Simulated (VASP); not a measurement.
BaTiO3, 5 atoms in the cell. It takes space group P4mm (No. 99, tetragonal). The conventional cell has a = 3.777 Å, b = 3.777 Å, c = 4.153 Å, α = 90.00°, β = 90.00°, γ = 90.00°. Ba (site symmetry 4mm) has 12 O at 2.68 to 2.93 Å and 8 Ti at 3.34 to 3.43 Å within 3.5 Å. Ti (site symmetry 4mm) has 5 O at 1.76 to 1.90 Å within 2.3 Å. O (site symmetry 2mm) has 2 Ti at 1.90 Å within 2.5 Å. Within 2.3 Å of O (site symmetry 4mm) lie 1 Ti at 1.76 Å.  This cell differs from its parent crystal: biaxial strain in the a-b plane: -4.5 %.

| Item | Value |
| --- | --- |
| Program | VASP 6.6.1 |
| Task | single point |
| Functional | PBEsol |
| Potentials or basis | VASP PAW PBE potentials, release 64 (Ba_sv, Ti_sv, O) |
| Cutoff | 520 eV |
| k mesh | 8 × 8 × 8 |
| Occupations | gaussian, width 0.02 eV |
| Spin | no spin polarisation |
| Dipole correction | no |
| Further INCAR settings | ALGO = Normal; EDIFF = 1e-06; NBANDS = 28 |

Potentials or basis: VASP PAW PBE potentials, release 64 (Ba_sv, Ti_sv, O).

The run is started by

```console
$ cat potpaw_PBE.64/Ba_sv/POTCAR potpaw_PBE.64/Ti_sv/POTCAR potpaw_PBE.64/O/POTCAR > POTCAR
$ mpirun -np 1 vasp_std > vasp.out
```

Hardware: 1 thread of Intel Xeon 8259CL, with other jobs on the host.

Estimate the wall time of this run.

Wall time 2.7 min on 1 thread of Intel Xeon 8259CL (shared host), peak memory 0.26 GiB. Counts: scf iterations 15, k points 75.
